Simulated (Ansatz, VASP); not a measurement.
## One calculation of Co, two programs

```
CELL_PARAMETERS angstrom
-1.38295 1.38295 1.38295
1.38295 -1.38295 1.38295
1.38295 1.38295 -1.38295
ATOMIC_POSITIONS crystal
Co 0.00000 0.00000 0.00000
```

Alike in both runs: task single point; functional PBE; k mesh 16 × 16 × 16; occupations fermi-dirac, width 0.1 eV; non-collinear spin, spin-orbit coupling.

```csv
,VASP,Ansatz
version,VASP 6.6.1,Ansatz 0.2.0
potentials or method,"VASP PAW PBE potentials, release 64 (Co), cutoff 520 eV","plane waves (420 eV) with PAW, fully relativistic with spin-orbit coupling"
valence electrons in the cell,9,17
```

|  | VASP | Ansatz | Ansatz less VASP |
| --- | --- | --- | --- |
| net moment per atom (μB) | 0.00 | 0.00 | 0.000 |

With one functional, cell and mesh, what is left measures potentials, basis and numerics. VASP's potentials hold 9 valence electrons a cell and Ansatz's 17, so a difference there can come from the potentials and not from the codes.
